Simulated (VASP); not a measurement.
A run of VASP 6.6.1 is set up as follows.

Contents of INCAR:

```
SYSTEM = TiO2
PREC = Accurate ; ENCUT = 520
EDIFF = 1E-6 ; ISMEAR = -1
SIGMA = 0.36 ; LREAL = .FALSE.
LASPH = .TRUE. ; NELM = 80
ALGO = Normal ; ISIF = 2
LWAVE = .FALSE. ; LCHARG = .TRUE.
GGA = PE ; LELF = .TRUE.
LVHAR = .TRUE. ; NBANDS = 60
```

KPOINTS

```
regular mesh
0
G
  3 3 3
  0 0 0
```

File POSCAR:

```
TiO2
1.0
    5.1132900000      0.1976550000      0.1072780000
    0.2088530000      4.9981850000     -0.0829740000
   -0.6796410000     -0.1106320000      4.8459360000
Ti O
4 8
Direct
    0.0557930021      0.1348586089      0.2899345754
    0.6093441151      0.6353032345      0.4429370162
    0.6151712697      1.0267987243      0.8435322410
    0.2007253171      0.5076717624      0.8470582662
   -0.0027111490      0.4681292310      0.4633435938
    0.8005988853      0.9275858259      0.2647329348
    0.8972704919      0.8110121990      0.7352213365
   -0.0309008708      0.2422276233      0.9363544171
    0.4131586346      0.9181877381      0.5019799843
    0.3880265931      0.2241718497      0.0835903979
    0.4776371625      0.3754444377      0.6449140408
    0.3979300067      0.7536017662      1.0511777741
```

Potentials or basis: VASP PAW PBE potentials, release 64 (Ti_sv, O).

The run is started by

```bash
$ cat potpaw_PBE.64/Ti_sv/POTCAR potpaw_PBE.64/O/POTCAR > POTCAR
$ mpirun -np 1 vasp_std > vasp.out
```

(1) What does it give for the largest force?

(2) What does it give for the pressure?

(3) Predict the band gap on the k mesh.

## Answers

(1) 4.781 eV/Å.

(2) 13.1 GPa.

(3) 1.77 eV, indirect (least direct gap 1.80 eV).

Caveat: the k points lie up to 0.43 Å⁻¹ apart; forces of over 1 eV/Å act on the atoms, so gaps and moduli don't describe the material at rest.
